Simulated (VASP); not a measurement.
Input of a VASP 6.6.1 run:

Contents of POSCAR:

```
Lu
1.0
    3.4700000000      0.0000000000      0.0000000000
   -1.7350000000      3.0051081511      0.0000000000
    0.0000000000      0.0000000000      5.6665100000
Lu
2
Direct
    0.3333333333      0.6666666667      0.2500000000
    0.6666666667      0.3333333333      0.7500000000
```

File INCAR.step1:

```
SYSTEM = Lu
PREC = Accurate
ENCUT = 600
ISMEAR = 0
SIGMA = 0.05
LREAL = .False.
LASPH = .True.
NELM = 100
GGA = PE
ALGO = Normal
EDIFF = 1E-4
LWAVE = .True.
LCHARG = .False.
```

File INCAR.step2:

```
SYSTEM = Lu
PREC = Accurate
ENCUT = 600
EDIFF = 1E-7
ISMEAR = 0
SIGMA = 0.05
LREAL = .False.
LASPH = .True.
NELM = 100
ALGO = Normal
ISIF = 3
LWAVE = .False.
LCHARG = .False.
METAGGA = R2SCAN
LMIXTAU = .True.
IBRION = 2
NSW = 80
EDIFFG = -0.03
PSTRESS = 200.0
ISTART = 1
```

Contents of KPOINTS:

```
regular mesh
0
Gamma
  6 6 3
  0 0 0
```

Potentials or basis: VASP PAW PBE potentials, release 64 (Lu).

The run is started by

```sh
$ cat potpaw_PBE.64/Lu/POTCAR > POTCAR
$ cp INCAR.step1 INCAR
$ mpirun -np 1 vasp_std > vasp.out
$ cp INCAR.step2 INCAR
$ mpirun -np 1 vasp_std > vasp.out
```

(1) Predict the space group after relaxing (to 0.1 Å).

(2) Estimate the band gap on the k mesh.

(3) Predict the relaxed volume.

(4) Predict the relaxed cell.

Answers

(1) P6_3/mmc (No. 194).

(2) zero (bands 25 and 26 overlap by 2.58 eV).

(3) 21.97 Å³/atom.

(4) a = 3.199 Å, b = 3.199 Å, c = 4.958 Å, α = 90.00°, β = 90.00°, γ = 120.00°.

Caveat: the k points lie up to 0.42 Å⁻¹ apart in the final cell, too coarse for converged energies and pressures of a metal; the cell is relaxed towards a set pressure, so the run minimises the enthalpy, not the energy; the volume moved by over 15 % at a fixed basis, so the end points are rough; the PAW data sets were made with another functional, which shifts forces and pressure a little; spin-orbit coupling is left out, which moves the levels of the heavy elements.
